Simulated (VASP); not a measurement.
# Mg32O31 (a cell with a defect) in VASP: single point with PBEsol

Aim: the single point of Mg32O31 (a cell with a defect) with PBEsol.

All numbers are computed with VASP 6.6.1; they aren't measurements. Logs are shortened: lines on timing, memory, paths and dates and some standing lists are left out, and cuts for length are marked.

### 1 The cell of the first run

The cell holds a defect, 63 atoms: a = 8.429 Å, b = 8.429 Å, c = 8.429 Å, α = 90.00°, β = 90.00°, γ = 90.00°.

### 2 Single point, PBEsol

The input, INCAR:

```
ALGO = Normal ; EDIFF = 1E-6
ENCUT = 520 ; GGA = PS
GGA_COMPAT = F ; ISIF = 2
ISMEAR = -1 ; ISYM = -1
LASPH = T ; LCHARG = F
LREAL = Auto ; LWAVE = F
NBANDS = 162 ; NELECT = 248.0
NELM = 120 ; PREC = Accurate
SIGMA = 0.05
```

The input, KPOINTS:

```
explicit points
1
Reciprocal
  0.25000000   0.25000000   0.25000000 1
```

The input, POSCAR:

```
Mg32O31
1.0
    8.4288080000      0.0000000000      0.0000000000
    0.0000000000      8.4288080000      0.0000000000
    0.0000000000      0.0000000000      8.4288080000
O Mg
31 32
Direct
    0.2501170000      0.0001340000      0.0001260000
    0.2501170000      0.0001350000      0.5001500000
    0.2501060000      0.5001270000      0.0001380000
    0.7501110000      0.0001290000      0.0001300000
    0.7501040000      0.0001310000      0.5001240000
    0.7501240000      0.5001290000      0.0001340000
    0.7501150000      0.5001220000      0.5001020000
    0.0015890000      0.2515960000      0.0001440000
    0.0059040000      0.2559210000      0.5000850000
    0.0015910000      0.7486520000      0.0001400000
    0.0058540000      0.7444020000      0.5001230000
    0.4986270000      0.2516080000      0.0001270000
    0.4943760000      0.2558740000      0.5001330000
    0.4986540000      0.7486680000      0.0001140000
    0.4943160000      0.7443240000      0.5001780000
    0.0015850000      0.0001470000      0.2515960000
    0.0015840000      0.0001260000      0.7486610000
    0.0059150000      0.5000900000      0.2559260000
    0.0058510000      0.5001310000      0.7443920000
    0.4986250000      0.0001290000      0.2516230000
    0.4986560000      0.0001220000      0.7486660000
    0.4943870000      0.5001270000      0.2558520000
    0.4943270000      0.5001710000      0.7443600000
    0.2500750000      0.2559260000      0.2559320000
    0.2501100000      0.2558640000      0.7443960000
    0.2501200000      0.7444030000      0.2558620000
    0.2501560000      0.7443340000      0.7443390000
    0.7501210000      0.2515820000      0.2515850000
    0.7501270000      0.2516200000      0.7486400000
    0.7501070000      0.7486540000      0.2516190000
    0.7501090000      0.7486490000      0.7486510000
    0.9988930000      0.0001260000      0.0001240000
    0.9977020000      0.0000950000      0.5001100000
    0.9977030000      0.5001210000      0.0001150000
    0.9804400000      0.5001410000      0.5001280000
    0.5013390000      0.0001330000      0.0001480000
    0.5025400000      0.0002090000      0.5001550000
    0.5025330000      0.5001520000      0.0001930000
    0.5197800000      0.5001350000      0.5001520000
    0.2501040000      0.2477200000      0.0000790000
    0.2501150000      0.2304720000      0.5001340000
    0.2501300000      0.7525530000      0.0001750000
    0.2501310000      0.7698080000      0.5001390000
    0.7501190000      0.2489150000      0.0001410000
    0.7500900000      0.2477140000      0.5001190000
    0.7501190000      0.7513580000      0.0001450000
    0.7501420000      0.7525570000      0.5001580000
    0.2500840000      0.0000820000      0.2477110000
    0.2501320000      0.0001730000      0.7525520000
    0.2501290000      0.5001280000      0.2304750000
    0.2501150000      0.5001320000      0.7698000000
    0.7500990000      0.0001320000      0.2489120000
    0.7501410000      0.0001600000      0.7513540000
    0.7500350000      0.5001200000      0.2477220000
    0.7501760000      0.5001420000      0.7525650000
    0.0000460000      0.2500650000      0.2500630000
    0.0000970000      0.2501150000      0.7501850000
    0.0000840000      0.7501760000      0.2501090000
    0.0000680000      0.7501710000      0.7501670000
    0.5001650000      0.2500920000      0.2501010000
    0.5001460000      0.2501020000      0.7501560000
    0.5001340000      0.7501700000      0.2501010000
    0.5001960000      0.7501920000      0.7502080000
```

Potentials or basis: VASP PAW PBE potentials, release 64 (O, Mg).

Run with:

```bash
$ cat potpaw_PBE.64/O/POTCAR potpaw_PBE.64/Mg/POTCAR > POTCAR
$ mpirun -np 1 vasp_std > vasp.out
```

OUTCAR:

```text
EDIFF = 1E-6
   ENCUT = 520
   GGA = PS
   ISIF = 2
   ISMEAR = -1
   ISYM = -1
   LASPH = T
   LREAL = Auto
   NELECT = 248.0
   NELM = 120
   PREC = Accurate

 ion  position               nearest neighbor table
   1  0.250  0.000  0.000-  49 2.09  42 2.09  48 2.09  40 2.09  36 2.12  32 2.12
   2  0.250  0.000  0.500-  43 1.94  41 1.94  49 2.13  33 2.13  37 2.13  48 2.13
   3  0.250  0.500  0.000-  50 1.94  51 1.94  34 2.13  40 2.13  42 2.13  38 2.13
   4  0.750  0.000  0.000-  46 2.10  36 2.10  53 2.10  32 2.10  52 2.10  44 2.10
   5  0.750  0.000  0.500-  37 2.09  47 2.09  45 2.09  33 2.09  52 2.12  53 2.12
   6  0.750  0.500  0.000-  55 2.09  34 2.09  54 2.09  38 2.09  44 2.12  46 2.12
[... 75 lines left out ...]
  57  0.000  0.250  0.750-   8 2.11  29 2.11  17 2.11  25 2.11  19 2.11   9 2.11  40 2.98  53 2.98
                            32 2.98  44 2.98  34 2.98  55 2.98  49 2.98  45 2.98  33 2.98  51 2.98
  58  0.000  0.750  0.250-  10 2.11  16 2.11  30 2.11  11 2.11  26 2.11  18 2.11  48 2.98  33 2.98
                            46 2.98  32 2.98  52 2.98  42 2.98  47 2.98  34 2.98  54 2.98  35 2.98
  59  0.000  0.750  0.750-  17 2.11  31 2.11  10 2.11  19 2.11  11 2.11  27 2.11  32 2.98  53 2.98
                            46 2.98  55 2.98  47 2.98  33 2.98  34 2.98  49 2.98  42 2.98  35 2.99
  60  0.500  0.250  0.250-  28 2.11  20 2.11  12 2.11  13 2.11  22 2.11  24 2.11  52 2.98  54 2.98
                            36 2.98  44 2.98  37 2.98  45 2.98  38 2.98  40 2.98  48 2.98  50 2.99
  61  0.500  0.250  0.750-  12 2.11  21 2.11  29 2.11  13 2.11  25 2.11  23 2.11  37 2.98  53 2.98
                            49 2.98  44 2.98  36 2.98  40 2.98  45 2.98  55 2.98  38 2.98  39 2.98
  62  0.500  0.750  0.250-  20 2.11  30 2.11  14 2.11  26 2.11  22 2.11  15 2.11  36 2.98  52 2.98
                            38 2.98  42 2.98  46 2.98  54 2.98  48 2.98  47 2.98  37 2.98  43 2.98
  63  0.500  0.750  0.750-  14 2.11  31 2.11  21 2.11  23 2.11  15 2.11  27 2.11  46 2.98  36 2.98
                            53 2.98  47 2.98  38 2.98  55 2.98  42 2.98  49 2.98  37 2.98  39 2.99

IMPORTANT INFORMATION: All symmetrisations will be switched off!
NOSYMM: (Re-)initialisation of all symmetry stuff for point group C_1.

----------------------------------------------------------------------------------------

                                     Primitive cell

  volume of cell :     598.8230

  direct lattice vectors                    reciprocal lattice vectors
     8.428808000  0.000000000  0.000000000     0.118640738  0.000000000  0.000000000
     0.000000000  8.428808000  0.000000000     0.000000000  0.118640738  0.000000000
     0.000000000  0.000000000  8.428808000     0.000000000  0.000000000  0.118640738

  length of vectors
     8.428808000  8.428808000  8.428808000     0.118640738  0.118640738  0.118640738

  position of ions in fractional coordinates (direct lattice)
     0.250117000  0.000134000  0.000126000
     0.250117000  0.000135000  0.500150000
     0.250106000  0.500127000  0.000138000
[... 171 lines left out ...]
   ISMEAR =    -1;   SIGMA  =   0.05  broadening in eV -4-tet -1-fermi 0-gaus
   EFERMI_NEDOS =   21; number of points for ismear=-14 and -15
   IALGO  =     38    algorithm
   IMIX   =      4    mixing-type and parameters
     AMIX     =   0.40;   BMIX     =  1.00
     AMIX_MAG =   1.60;   BMIX_MAG =  1.00
  volume/ion in A,a.u.               =       9.51        64.14
  Fermi-wavevector in a.u.,A,eV,Ry     =   1.220279  2.305993 20.260183  1.489081
  Thomas-Fermi vector in A             =   2.355502
   LORBIT       =      0    0 simple, 1 ext, 2 COOP (PROOUT), +10 PAW based schemes
   GGA     = PS    functional components
   LHFCALC =     F    Hartree Fock is set to
   AEXX    =    0.0000 exact exchange contribution
   IVDW    =     0    specifies the selected vdW correction
   LEPSILON=     F    determine dielectric tensor
   LRPA    =     F    only Hartree local field effects (RPA)
 non-spin polarized calculation
  energy-cutoff  :      520.00
  volume of cell :      598.82
 maximum number of plane-waves:     16125
 NGX is ok and might be reduce to    64
   NGX = 31   NGY = 31   NGZ = 31

 number of electron     247.9999952 magnetization

 Free energy of the ion-electron system (eV)
  ---------------------------------------------------
  ext. energy  EPLUGINS =         0.00000000
  ---------------------------------------------------
  free energy    TOTEN  =      -399.24024430 eV

  energy without entropy =     -399.24024430  energy(sigma->0) =     -399.24024430

 E-fermi :   4.1576     XC(G=0): -11.1604

 val. band max:        2.8603851443   @ k =   0.2500   0.2500   0.2500
 cond. band min:       5.4904564952   @ k =   0.2500   0.2500   0.2500
 fundamental gap:      2.6300713510
 Fermi energy:         4.1575654557

 k-point     1 :       0.2500    0.2500    0.2500
  band No.  band energies     occupation
      1     -14.0234      2.00000
      2     -13.6988      2.00000
      3     -13.6987      2.00000
      4     -13.5660      2.00000
      5     -13.3454      2.00000
      6     -13.3453      2.00000
[... 128 lines left out ...]
    135      11.0681      0.00000
    136      11.4969      0.00000
 [bands above 136 left out]

------------------------ aborting loop because EDIFF is reached ----------------------------------------

  FORCE on cell =-STRESS in cart. coord.  units (eV):
  Direction    XX          YY          ZZ          XY          YZ          ZX
  --------------------------------------------------------------------------------------
  -------------------------------------------------------------------------------------
  Total      -13.1631110    -13.1638643    -13.1646127     -0.7573360     -0.7569182     -0.7580775
  in kB      -35.2184828    -35.2204982    -35.2225007     -2.0262859     -2.0251678     -2.0282698
  external PRESSURE =     -35.2204939 kB  Pullay stress =       0.0000000 kB

 VOLUME and BASIS-vectors are now :
 -----------------------------------------------------------------------------
  energy-cutoff  :      520.00
  volume of cell :      598.82
      direct lattice vectors                 reciprocal lattice vectors
     8.428808000  0.000000000  0.000000000     0.118640738  0.000000000  0.000000000
     0.000000000  8.428808000  0.000000000     0.000000000  0.118640738  0.000000000
     0.000000000  0.000000000  8.428808000     0.000000000  0.000000000  0.118640738

 POSITION                                       TOTAL-FORCE (eV/Angst)
 -----------------------------------------------------------------------------------
      2.10819      0.00113      0.00106        -0.001349     -0.001529     -0.000655
      2.10819      0.00114      4.21567        -0.001177     -0.000622     -0.002416
      2.10810      4.21547      0.00116        -0.000156     -0.000542     -0.001528
      6.32254      0.00109      0.00110        -0.000546     -0.000726     -0.000887
      6.32248      0.00110      4.21545         0.000172     -0.000460     -0.000386
      6.32265      4.21549      0.00113        -0.001735     -0.000995     -0.000521
[... 55 lines left out ...]
      4.21553      6.32304      2.10805         0.002578      0.001463     -0.003686
      4.21606      6.32322      6.32336         0.003217      0.004931      0.003559
 -----------------------------------------------------------------------------------
    total drift:                               -0.005598     -0.006999     -0.007520

  FREE ENERGIE OF THE ION-ELECTRON SYSTEM (eV)
  ---------------------------------------------------
  free  energy   TOTEN  =      -399.2402442995 eV

  energy  without entropy=     -399.2402442995  energy(sigma->0) =     -399.24024430
```

Wall time 2.6 min (1 thread of AMD EPYC 9R45 (Zen 5), shared host); peak memory 0.53 GiB.

What came out:

| Item | Value |
| --- | --- |
| Free energy | -399.2402 eV |
| Largest force | 0.013 eV/Å |

Forces on the atoms (eV/Å):
```
O   -0.001 -0.002 -0.001
O   -0.001 -0.001 -0.002
O    0.000 -0.001 -0.002
O   -0.001 -0.001 -0.001
O    0.000  0.000  0.000
O   -0.002 -0.001 -0.001
O   -0.002 -0.001  0.001
O    0.003  0.003  0.001
O    0.002  0.002 -0.001
O    0.004 -0.004  0.001
O    0.001  0.001  0.002
O   -0.003  0.004  0.002
O    0.001  0.001  0.001
O   -0.005 -0.005  0.002
O   -0.001  0.000  0.003
O    0.003  0.001  0.003
O    0.005  0.002 -0.005
O    0.001 -0.001  0.002
O    0.001  0.002  0.001
O   -0.004  0.002  0.003
O   -0.004  0.001 -0.005
O    0.000  0.002  0.002
O   -0.001  0.002 -0.002
O   -0.001  0.002  0.002
O    0.002  0.002  0.000
O    0.001  0.000  0.001
O    0.003 -0.001  0.000
O    0.002  0.004  0.004
O    0.001  0.003 -0.003
O    0.001 -0.004  0.003
O    0.001 -0.003 -0.003
Mg   0.001  0.000  0.000
Mg   0.011 -0.003  0.001
Mg   0.011  0.000 -0.003
Mg  -0.002  0.001  0.001
Mg  -0.002  0.000 -0.002
Mg  -0.013  0.001  0.001
Mg  -0.012  0.000  0.001
Mg   0.005 -0.002 -0.002
Mg   0.000  0.011 -0.001
Mg   0.000 -0.004  0.000
Mg   0.000 -0.013  0.002
Mg  -0.003  0.004 -0.001
Mg  -0.001  0.001 -0.001
Mg  -0.003  0.012 -0.001
Mg   0.000 -0.002 -0.001
Mg   0.004 -0.013 -0.001
Mg   0.001 -0.001  0.012
Mg   0.001  0.003 -0.012
Mg   0.000  0.001 -0.004
Mg  -0.002 -0.001  0.005
Mg   0.001 -0.001  0.001
Mg  -0.002 -0.002 -0.002
Mg   0.000  0.000  0.011
Mg   0.002  0.001 -0.013
Mg  -0.003 -0.004 -0.004
Mg  -0.002 -0.003  0.002
Mg  -0.002  0.002 -0.002
Mg  -0.003  0.001  0.001
Mg   0.002 -0.002 -0.002
Mg   0.002 -0.004  0.003
Mg   0.003  0.001 -0.004
Mg   0.003  0.005  0.004
```

Levels at points of the mesh, in eV from the Fermi level:
```csv
k point,band 121,band 122,band 123,band 124,band 125,band 126,band 127,band 128
"(0.25, 0.25, 0.25)",-1.57,-1.57,-1.30,-1.30,1.33,4.46,5.40,5.40
```

Caveat: the cell carries a net charge on a neutralising background, which shifts energy and pressure; the cell is charged against a uniform background, so pressure and absolute levels hang on convention; the PAW data sets were made with another functional, which shifts forces and pressure a little.
